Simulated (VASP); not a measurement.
# NbTe (Pm-3m) in VASP: further runs

NbTe is run at these levels: PBE, PBEsol; tasks: vibrations by perturbation theory, electric field gradients.

All numbers are computed with VASP 6.6.1; they aren't measurements. Logs are shortened: lines on timing, memory, paths and dates and some standing lists are left out, and cuts for length are marked.

### Step 1. The cell of the first run

The structure is cubic, space group Pm-3m (No. 221). Conventional cell: a = 3.426 Å, b = 3.426 Å, c = 3.426 Å, α = 90.00°, β = 90.00°, γ = 90.00°. Within 3.9 Å of Nb (site symmetry m-3m) lie 8 Te at 2.97 Å and 6 Nb at 3.43 Å. Te (site symmetry m-3m) has 8 Nb at 2.97 Å and 6 Te at 3.43 Å within 3.9 Å.

### Step 2. Vibrations by perturbation theory, PBE

File INCAR:

```
SYSTEM = NbTe
ALGO = Normal
EDIFF = 1E-8
ENCUT = 520
GGA = PE
IBRION = 8
ISIF = 2
ISMEAR = -1
LASPH = .TRUE.
LCHARG = .FALSE.
LREAL = .FALSE.
LWAVE = .FALSE.
NBANDS = 16
NELM = 100
NSW = 1
PREC = Accurate
SIGMA = 0.05
```

File KPOINTS:

```
k-points
0
G
  6 6 6
  0 0 0
```

File POSCAR:

```
NbTe
1.0
    3.4257000000      0.0000000000      0.0000000000
    0.0000000000      3.4257000000      0.0000000000
    0.0000000000      0.0000000000      3.4257000000
Nb Te
1 1
Direct
    0.5000000000      0.5000000000      0.5000000000
    0.0000000000      0.0000000000      0.0000000000
```

Potentials or basis: VASP PAW PBE potentials, release 64 (Nb_sv, Te).

The run is started by

```console
cat potpaw_PBE.64/Nb_sv/POTCAR potpaw_PBE.64/Te/POTCAR > POTCAR
mpirun -np 1 vasp_std > vasp.out
```

OUTCAR:

```text
SYSTEM = NbTe
   EDIFF = 1E-8
   ENCUT = 520
   GGA = PE
   IBRION = 8
   ISIF = 2
   ISMEAR = -1
   LASPH = .TRUE.
   LREAL = .FALSE.
   NELM = 100
   NSW = 1
   PREC = Accurate

 ion  position               nearest neighbor table
   1  0.500  0.500  0.500-   2 2.97   2 2.97   2 2.97   2 2.97   2 2.97   2 2.97   2 2.97   2 2.97

   2  0.000  0.000  0.000-   1 2.97   1 2.97   1 2.97   1 2.97   1 2.97   1 2.97   1 2.97   1 2.97

  LATTYP: Found a simple cubic cell.
 ALAT       =     3.4257000000

  Lattice vectors:

 A1 = (   3.4257000000,   0.0000000000,   0.0000000000)
 A2 = (   0.0000000000,   3.4257000000,   0.0000000000)
 A3 = (   0.0000000000,   0.0000000000,   3.4257000000)

Analysis of symmetry for initial positions (statically):
=====================================================================
 Subroutine PRICEL returns:
 Original cell was already a primitive cell.

 Routine SETGRP: Setting up the symmetry group for a
 simple cubic supercell.

 Subroutine GETGRP returns: Found 48 space group operations
 (whereof 48 operations were pure point group operations)
 out of a pool of 48 trial point group operations.

The static configuration has the point symmetry O_h .

Analysis of symmetry for dynamics (positions and initial velocities):
=====================================================================
 Subroutine PRICEL returns:
 Original cell was already a primitive cell.

 Routine SETGRP: Setting up the symmetry group for a
 simple cubic supercell.

 Subroutine GETGRP returns: Found 48 space group operations
 (whereof 48 operations were pure point group operations)
 out of a pool of 48 trial point group operations.

The dynamic configuration has the point symmetry O_h .

 Subroutine INISYM returns: Found 48 space group operations
 (whereof 48 operations are pure point group operations),
 and found     1 'primitive' translations

----------------------------------------------------------------------------------------

                                     Primitive cell

  volume of cell :      40.2020

  direct lattice vectors                    reciprocal lattice vectors
     3.425700000  0.000000000  0.000000000     0.291911142  0.000000000  0.000000000
     0.000000000  3.425700000  0.000000000     0.000000000  0.291911142  0.000000000
     0.000000000  0.000000000  3.425700000     0.000000000  0.000000000  0.291911142

  length of vectors
     3.425700000  3.425700000  3.425700000     0.291911142  0.291911142  0.291911142

  position of ions in fractional coordinates (direct lattice)
     0.500000000  0.500000000  0.500000000
     0.000000000  0.000000000  0.000000000

  ion indices of the primitive-cell ions
   primitive index   ion index
                 1           1
                 2           2

----------------------------------------------------------------------------------------

 KPOINTS: k-points

Automatic generation of k-mesh.
 Grid dimensions read from file:
 generate k-points for:    6    6    6

 Generating k-lattice:

  Cartesian coordinates                     Fractional coordinates (reciprocal lattice)
     0.048651857  0.000000000  0.000000000     0.166666667  0.000000000  0.000000000
     0.000000000  0.048651857  0.000000000     0.000000000  0.166666667  0.000000000
     0.000000000  0.000000000  0.048651857     0.000000000  0.000000000  0.166666667

  Length of vectors
     0.048651857  0.048651857  0.048651857

[... 69 lines left out ...]
  volume/ion in A,a.u.               =      20.10       135.65
  Fermi-wavevector in a.u.,A,eV,Ry     =   1.275195  2.409770 22.124747  1.626123
  Thomas-Fermi vector in A             =   2.407921
   LORBIT       =      0    0 simple, 1 ext, 2 COOP (PROOUT), +10 PAW based schemes
   GGA     = PE    functional components
   LHFCALC =     F    Hartree Fock is set to
   AEXX    =    0.0000 exact exchange contribution
   IVDW    =     0    specifies the selected vdW correction
   LEPSILON=     F    determine dielectric tensor
   LRPA    =     F    only Hartree local field effects (RPA)
 non-spin polarized calculation
  energy-cutoff  :      520.00
  volume of cell :       40.20
 maximum number of plane-waves:      1108
 NGX is ok and might be reduce to    28
   NGX = 13   NGY = 13   NGZ = 13

--------------------------------------- Ionic step        1  -------------------------------------------

 number of electron      18.9999999 magnetization

 Free energy of the ion-electron system (eV)
  ---------------------------------------------------
  ext. energy  EPLUGINS =         0.00000000
  ---------------------------------------------------
  free energy    TOTEN  =       -13.46784560 eV

  energy without entropy =      -13.43187307  energy(sigma->0) =      -13.44985933

 E-fermi :  12.0286     XC(G=0): -11.8128

 val. band max:       12.0108975604   @ k =   0.5000   0.3333   0.0000
 cond. band min:      12.0761386587   @ k =   0.5000   0.3333   0.3333
 fundamental gap:      0.0652410983
 Fermi energy:        12.0285512419

 k-point     1 :       0.0000    0.0000    0.0000
  band No.  band energies     occupation
      1     -43.2229      2.00000
      2     -19.2322      2.00000
      3     -19.2322      2.00000
      4     -19.2322      2.00000
      5      -2.3200      2.00000
      6       9.4080      2.00000
[... 359 lines left out ...]
      5       1.7561      2.00000
      6       5.6345      2.00000
[... 8 lines left out ...]
     15      16.8796      0.00000
     16      16.8796      0.00000

------------------------ aborting loop because EDIFF is reached ----------------------------------------

  FORCE on cell =-STRESS in cart. coord.  units (eV):
  Direction    XX          YY          ZZ          XY          YZ          ZX
  --------------------------------------------------------------------------------------
  -------------------------------------------------------------------------------------
  Total        0.0033284      0.0033284      0.0033284      0.0000000     -0.0000000      0.0000000
  in kB        0.1326489      0.1326489      0.1326489      0.0000000     -0.0000000      0.0000000
  external PRESSURE =       0.1326489 kB  Pullay stress =       0.0000000 kB

 VOLUME and BASIS-vectors are now :
 -----------------------------------------------------------------------------
  energy-cutoff  :      520.00
  volume of cell :       40.20
      direct lattice vectors                 reciprocal lattice vectors
     3.425700000  0.000000000  0.000000000     0.291911142  0.000000000  0.000000000
     0.000000000  3.425700000  0.000000000     0.000000000  0.291911142  0.000000000
     0.000000000  0.000000000  3.425700000     0.000000000  0.000000000  0.291911142

 POSITION                                       TOTAL-FORCE (eV/Angst)
 -----------------------------------------------------------------------------------
      1.71285      1.71285      1.71285         0.000000      0.000000      0.000000
      0.00000      0.00000      0.00000         0.000000      0.000000      0.000000
 -----------------------------------------------------------------------------------
    total drift:                                0.000000      0.000000      0.000000

  FREE ENERGIE OF THE ION-ELECTRON SYSTEM (eV)
  ---------------------------------------------------
  free  energy   TOTEN  =       -13.4678455988 eV

  energy  without entropy=      -13.4318730693  energy(sigma->0) =      -13.44985933

[... ionic steps 2 to 3 ...]

--------------------------------------- Ionic step        4  -------------------------------------------

------------------------ aborting loop because EDIFF is reached ----------------------------------------

[... ionic steps 5 to 6 ...]

--------------------------------------- Ionic step        7  -------------------------------------------

 Free energy of the ion-electron system (eV)
  ---------------------------------------------------
  ---------------------------------------------------
  free energy    TOTEN  =        -0.04145089 eV

  energy without entropy =       -0.04145089

------------------------ aborting loop because EDIFF is reached ----------------------------------------

 INTERNAL STRAIN TENSOR  FOR ION    2  DIRECTION 1   (eV/Angst):
 -----------------------------------------------------------------------------
     0.00318 -0.00000  0.00000
    -0.00000 -0.00534  0.00000
    -0.00000  0.00000 -0.00534

 INTERNAL STRAIN TENSOR FOR ION    2 for displacements in x,y,z  (eV/Angst):
          X           Y           Z          XY          YZ          ZX
  --------------------------------------------------------------------------------
  x     0.00000     0.00000     0.00000     0.00000     0.00000     0.00000
  y     0.00000     0.00000     0.00000     0.00000     0.00000     0.00000
  z     0.00000     0.00000     0.00000     0.00000     0.00000     0.00000

 SECOND DERIVATIVES (NOT SYMMETRIZED)
 ------------------------------------
               1X          1Y          1Z          2X          2Y          2Z
  1X    -3.549436   -0.000000    0.000000    3.549436    0.000000    0.000000
  1Y     0.000000   -3.549436    0.000000    0.000000    3.549436   -0.000000
  1Z    -0.000000    0.000000   -3.549436    0.000000    0.000000    3.549436
  2X     3.504413    0.000000   -0.000000   -3.504413   -0.000000    0.000000
  2Y    -0.000000    3.504413    0.000000    0.000000   -3.504413   -0.000000
  2Z     0.000000   -0.000000    3.504413   -0.000000    0.000000   -3.504413

 Eigenvectors and eigenvalues of the dynamical matrix
 ----------------------------------------------------

   1 f  =    4.006143 THz    25.171339 2PiTHz  133.630547 cm-1    16.568069 meV
             X         Y         Z           dx          dy          dz
      1.712850  1.712850  1.712850    -0.762736   -0.000000   -0.000000
      0.000000  0.000000  0.000000     0.646710    0.000000    0.000000
[... 21 lines left out ...]
   6 f/i=    0.012613 THz     0.079251 2PiTHz    0.420731 cm-1     0.052164 meV
             X         Y         Z           dx          dy          dz
      1.712850  1.712850  1.712850    -0.000000   -0.646710   -0.000000
      0.000000  0.000000  0.000000     0.000000   -0.762736    0.000000

--------------------------------------------------------------------------------------------------------

 ELASTIC MODULI CONTR FROM IONIC RELAXATION (kBar)
 Direction    XX          YY          ZZ          XY          YZ          ZX
 --------------------------------------------------------------------------------
 XX           0.0000      0.0000      0.0000      0.0000      0.0000      0.0000
 YY           0.0000      0.0000      0.0000      0.0000      0.0000      0.0000
 ZZ           0.0000      0.0000      0.0000      0.0000      0.0000      0.0000
 XY           0.0000      0.0000      0.0000      0.0000      0.0000      0.0000
 YZ           0.0000      0.0000      0.0000      0.0000      0.0000      0.0000
 ZX           0.0000      0.0000      0.0000      0.0000      0.0000      0.0000
 --------------------------------------------------------------------------------
```

Run time: 2.2 min. Hardware: 1 thread of Intel Xeon Platinum 8488C (Sapphire Rapids), shared host; peak memory 0.22 GiB.

What came out:

```
Highest phonon frequency at Γ, LO-TO splitting left out : 134 cm⁻¹
```

Phonon frequencies in cm⁻¹ (negative: imaginary):
```tsv
q point	frequencies
(0.000, 0.000, 0.000)	0 0 0 134 134 134
```

Caveat: spin-orbit coupling is left out, which moves the levels of the heavy elements.

(Continued in part 2 of 2.)
